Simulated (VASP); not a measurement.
# GaN (Fm-3m) in VASP: a series of runs

Runs on GaN. Level: PBE. Tasks: electric field gradients.

Program: VASP 6.6.1. These are calculated values, not measurements. Logs are shortened: lines on timing, memory, paths and dates and some standing lists are left out, and cuts for length are marked.

## Step 1: The cell of the first run

Symmetry: Fm-3m, No. 225, cubic system. Conventional cell: a = 3.972 Å, b = 3.972 Å, c = 3.972 Å, α = 90.00°, β = 90.00°, γ = 90.00°. Ga (site symmetry m-3m) has 6 N at 1.99 Å within 2.6 Å. N (site symmetry m-3m) has 6 Ga at 1.99 Å within 2.6 Å.

## Step 2: Electric field gradients, PBE (volume scaled by 0.99)

Contents of INCAR:

```
PREC = Accurate
ENCUT = 520
EDIFF = 1E-8
ISMEAR = -1
SIGMA = 0.02
LREAL = F
LASPH = T
NELM = 120
ALGO = Normal
ISIF = 2
LWAVE = F
LCHARG = F
GGA = PE
LEFG = T
NBANDS = 16
GGA_COMPAT = F
```

Contents of KPOINTS:

```
regular mesh
0
Gamma
  13 13 13
```

Contents of POSCAR:

```
GaN
1.0
    0.0000000000      1.9858360706      1.9858360706
    1.9858360706      0.0000000000      1.9858360706
    1.9858360706      1.9858360706      0.0000000000
Ga N
1 1
Direct
    0.5000000000      0.5000000000      0.5000000000
    0.0000000000      0.0000000000      0.0000000000
```

Potentials or basis: VASP PAW PBE potentials, release 64 (Ga_d, N).

Run with:

```
$ cat potpaw_PBE.64/Ga_d/POTCAR potpaw_PBE.64/N/POTCAR > POTCAR
$ mpirun -np 1 vasp_std > vasp.out
```

OUTCAR:

```text
PREC = Accurate
   ENCUT = 520
   EDIFF = 1E-8
   ISMEAR = -1
   LREAL = F
   LASPH = T
   NELM = 120
   ISIF = 2
   GGA = PE

 ion  position               nearest neighbor table
   1  0.500  0.500  0.500-   2 1.99   2 1.99   2 1.99   2 1.99   2 1.99   2 1.99
   2  0.000  0.000  0.000-   1 1.99   1 1.99   1 1.99   1 1.99   1 1.99   1 1.99

  LATTYP: Found a face centered cubic cell.
 ALAT       =     3.9716721412

  Lattice vectors:

 A1 = (   0.0000000000,   1.9858360706,   1.9858360706)
 A2 = (   1.9858360706,   0.0000000000,   1.9858360706)
 A3 = (   1.9858360706,   1.9858360706,   0.0000000000)

Analysis of symmetry for initial positions (statically):
=====================================================================
 Subroutine PRICEL returns:
 Original cell was already a primitive cell.

 Routine SETGRP: Setting up the symmetry group for a
 face centered cubic supercell.

 Subroutine GETGRP returns: Found 48 space group operations
 (whereof 48 operations were pure point group operations)
 out of a pool of 48 trial point group operations.

The static configuration has the point symmetry O_h .

Analysis of symmetry for dynamics (positions and initial velocities):
=====================================================================
 Subroutine PRICEL returns:
 Original cell was already a primitive cell.

 Routine SETGRP: Setting up the symmetry group for a
 face centered cubic supercell.

 Subroutine GETGRP returns: Found 48 space group operations
 (whereof 48 operations were pure point group operations)
 out of a pool of 48 trial point group operations.

The dynamic configuration has the point symmetry O_h .

 Subroutine INISYM returns: Found 48 space group operations
 (whereof 48 operations are pure point group operations),
 and found     1 'primitive' translations

----------------------------------------------------------------------------------------

                                     Primitive cell

  volume of cell :      15.6625

  direct lattice vectors                    reciprocal lattice vectors
     0.000000000  1.985836071  1.985836071    -0.251783119  0.251783119  0.251783119
     1.985836071  0.000000000  1.985836071     0.251783119 -0.251783119  0.251783119
     1.985836071  1.985836071  0.000000000     0.251783119  0.251783119 -0.251783119

  length of vectors
     2.808396304  2.808396304  2.808396304     0.436101155  0.436101155  0.436101155

  position of ions in fractional coordinates (direct lattice)
     0.500000000  0.500000000  0.500000000
     0.000000000  0.000000000  0.000000000

  ion indices of the primitive-cell ions
   primitive index   ion index
                 1           1
                 2           2

----------------------------------------------------------------------------------------

 KPOINTS: regular mesh

Automatic generation of k-mesh.
 Grid dimensions read from file:
 generate k-points for:   13   13   13

 Generating k-lattice:

  Cartesian coordinates                     Fractional coordinates (reciprocal lattice)
    -0.019367932  0.019367932  0.019367932     0.076923077  0.000000000  0.000000000
     0.019367932 -0.019367932  0.019367932     0.000000000  0.076923077  0.000000000
     0.019367932  0.019367932 -0.019367932     0.000000000  0.000000000  0.076923077

  Length of vectors
     0.033546243  0.033546243  0.033546243

  Shift w.r.t. Gamma in fractional coordinates (k-lattice)
     0.000000000  0.000000000  0.000000000

 Subroutine IBZKPT returns following result:
 ===========================================

 Found     84 irreducible k-points:

 Following reciprocal coordinates:
            Coordinates               Weight
  0.000000  0.000000  0.000000      1.000000
  0.076923  0.000000  0.000000      8.000000
  0.153846  0.000000  0.000000      8.000000
  0.230769  0.000000  0.000000      8.000000
  0.307692  0.000000  0.000000      8.000000
  0.384615  0.000000  0.000000      8.000000
[... 16 lines left out ...]
  0.384615  0.153846  0.000000     24.000000
  0.461538  0.153846  0.000000     24.000000
 [... further k-points ...]
   k-points           NKPTS =     84   k-points in BZ     NKDIM =     84   number of bands    NBANDS=     16
   number of dos      NEDOS =    301   number of ions     NIONS =      2
   total plane-waves  NPLWV =  13824
   dimension x,y,z NGX =    24 NGY =   24 NGZ =   24
   dimension x,y,z NGXF=    48 NGYF=   48 NGZF=   48
   ions per type =               1   1
   NGX,Y,Z   is equivalent  to a cutoff of  14.21, 14.21, 14.21 a.u.
   NGXF,Y,Z  is equivalent  to a cutoff of  28.41, 28.41, 28.41 a.u.
 SYSTEM =  unknown system
   PREC   = accura    normal or accurate (medium, high low for compatibility)
   ISTART =      0    job   : 0-new  1-cont  2-samecut
   ICHARG =      2    charge: 1-file 2-atom 10-const
   ISPIN  =      1    spin polarized calculation?
   LNONCOLLINEAR =      F non collinear calculations
   LSORBIT =      F    spin-orbit coupling
   LASPH  =      T    aspherical Exc in radial PAW
   ENCUT  =  520.0 eV  38.22 Ry    6.18 a.u.   5.22  5.22  5.22*2*pi/ulx,y,z
   NELM   =    120;   NELMIN=  2; NELMDL= -5     # of ELM steps
   EDIFF  = 0.1E-07   stopping-criterion for ELM
   LREAL  =      F    real-space projection
   EDIFFG = 0.1E-06   stopping-criterion for IOM
   NSW    =      0    number of steps for IOM
   IBRION =     -1    ionic relax: 0-MD 1-quasi-New 2-CG
   NFREE  =      0    steps in history (QN), initial steepest desc. (CG)
   ISIF   =      2    stress and relaxation
   ISYM   =      2    0-nonsym 1-usesym 2-fastsym
   POTIM  = 0.5000    time-step for ionic-motion
   TEBEG  =    0.0;   TEEND  =   0.0 temperature during run
   PSTRESS=    0.0 pullay stress
   NELECT =      18.0000    total number of electrons
   NUPDOWN=      -1.0000    fix difference up-down
   EMIN   =  10.00;   EMAX   =-10.00  energy-range for DOS
   EFERMI =   0.00;   METHOD = LEGACY
   ISMEAR =    -1;   SIGMA  =   0.02  broadening in eV -4-tet -1-fermi 0-gaus
   EFERMI_NEDOS =   21; number of points for ismear=-14 and -15
   IALGO  =     38    algorithm
   IMIX   =      4    mixing-type and parameters
     AMIX     =   0.40;   BMIX     =  1.00
     AMIX_MAG =   1.60;   BMIX_MAG =  1.00
  volume/ion in A,a.u.               =       7.83        52.85
  Fermi-wavevector in a.u.,A,eV,Ry     =   1.714795  3.240493 40.008241  2.940523
  Thomas-Fermi vector in A             =   2.792287
   LORBIT       =      0    0 simple, 1 ext, 2 COOP (PROOUT), +10 PAW based schemes
   GGA     = PE    functional components
   LHFCALC =     F    Hartree Fock is set to
   AEXX    =    0.0000 exact exchange contribution
   IVDW    =     0    specifies the selected vdW correction
   LEPSILON=     F    determine dielectric tensor
   LRPA    =     F    only Hartree local field effects (RPA)
 non-spin polarized calculation
  energy-cutoff  :      520.00
  volume of cell :       15.66
 maximum number of plane-waves:       440
 NGX is ok and might be reduce to    24
   NGX = 11   NGY = 11   NGZ = 11

 number of electron      17.9999997 magnetization

 Free energy of the ion-electron system (eV)
  ---------------------------------------------------
  ext. energy  EPLUGINS =         0.00000000
  ---------------------------------------------------
  free energy    TOTEN  =       -10.46397294 eV

  energy without entropy =      -10.46397294  energy(sigma->0) =      -10.46397294

 E-fermi :  10.9668     XC(G=0): -14.1821

 val. band max:       10.4561462279   @ k =  -0.2308   0.1538   0.0000
 cond. band min:      12.4429938549   @ k =   0.4615   0.4615   0.0000
 fundamental gap:      1.9868476270
 Fermi energy:        10.9667712398

 k-point     1 :       0.0000    0.0000    0.0000
  band No.  band energies     occupation
      1      -8.9123      2.00000
      2      -3.5446      2.00000
      3      -3.5446      2.00000
      4      -3.5446      2.00000
      5      -3.3912      2.00000
      6      -3.3912      2.00000
[... 8 lines left out ...]
     15      29.1780      0.00000
     16      29.1780      0.00000
[... 419 lines left out ...]
 k-point    24 :       0.4615    0.1538    0.0000
  band No.  band energies     occupation
      1      -5.7411      2.00000
      2      -3.8858      2.00000
      3      -3.6921      2.00000
      4      -3.5763      2.00000
      5      -3.1560      2.00000
      6      -2.8661      2.00000
[... 8 lines left out ...]
     15      33.5202      0.00000
     16      36.9129      0.00000

 [... further k-points ...]

------------------------ aborting loop because EDIFF is reached ----------------------------------------

  FORCE on cell =-STRESS in cart. coord.  units (eV):
  Direction    XX          YY          ZZ          XY          YZ          ZX
  --------------------------------------------------------------------------------------
  -------------------------------------------------------------------------------------
  Total        7.3621899      7.3621899      7.3621899     -0.0000000      0.0000000     -0.0000000
  in kB      753.1082684    753.1082684    753.1082684     -0.0000000      0.0000000     -0.0000000
  external PRESSURE =     753.1082684 kB  Pullay stress =       0.0000000 kB

 VOLUME and BASIS-vectors are now :
 -----------------------------------------------------------------------------
  energy-cutoff  :      520.00
  volume of cell :       15.66
      direct lattice vectors                 reciprocal lattice vectors
     0.000000000  1.985836071  1.985836071    -0.251783119  0.251783119  0.251783119
     1.985836071  0.000000000  1.985836071     0.251783119 -0.251783119  0.251783119
     1.985836071  1.985836071  0.000000000     0.251783119  0.251783119 -0.251783119

 POSITION                                       TOTAL-FORCE (eV/Angst)
 -----------------------------------------------------------------------------------
      1.98584      1.98584      1.98584         0.000000     -0.000000      0.000000
      0.00000      0.00000      0.00000        -0.000000      0.000000     -0.000000
 -----------------------------------------------------------------------------------
    total drift:                                0.000000     -0.000000      0.000000

  FREE ENERGIE OF THE ION-ELECTRON SYSTEM (eV)
  ---------------------------------------------------
  free  energy   TOTEN  =       -10.4639729374 eV

  energy  without entropy=      -10.4639729374  energy(sigma->0) =      -10.46397294

 Electric field gradients (V/A^2)
---------------------------------------------------------------------
 ion       V_xx      V_yy      V_zz      V_xy      V_xz      V_yz
---------------------------------------------------------------------
   1       0.000    -0.000    -0.000    -0.002    -0.002    -0.002
   2      -0.000     0.000     0.000     0.000     0.000     0.000
---------------------------------------------------------------------

 Electric field gradients after diagonalization (V/A^2)
 (convention: |V_zz| > |V_xx| > |V_yy|)
----------------------------------------------------------------------
 ion       V_xx      V_yy      V_zz     asymmetry (V_yy - V_xx)/ V_zz
----------------------------------------------------------------------
   1       0.002     0.002    -0.004       0.000
   2      -0.000    -0.000     0.000       0.000
----------------------------------------------------------------------

           NMR quadrupolar parameters

 Cq : quadrupolar parameter    Cq=e*Q*V_zz/h
 eta: asymmetry parameters     (V_yy - V_xx)/ V_zz
 Q  : nuclear electric quadrupole moment in mb (millibarn)
----------------------------------------------------------------------
 ion       Cq(MHz)       eta       Q (mb)
----------------------------------------------------------------------
   1      -0.000       0.000       1.000
   2       0.000       0.000       1.000
----------------------------------------------------------------------
```

Run time: 50 s. Hardware: 1 thread of AMD EPYC 7R13, shared host; peak memory 0.12 GiB.

Results:

```yaml
Free_energy: -10.4640 eV
Pressure: 75.3 GPa
Band_gap_on_the_k_mesh: 1.99 eV, indirect (least direct gap 5.36 eV)
```

Caveat: without QUAD_EFG the Cq values of the log hold for a quadrupole moment of 1 mb, not for the nuclei. A k mesh can miss the band edges.

[end of part 1 of 3]
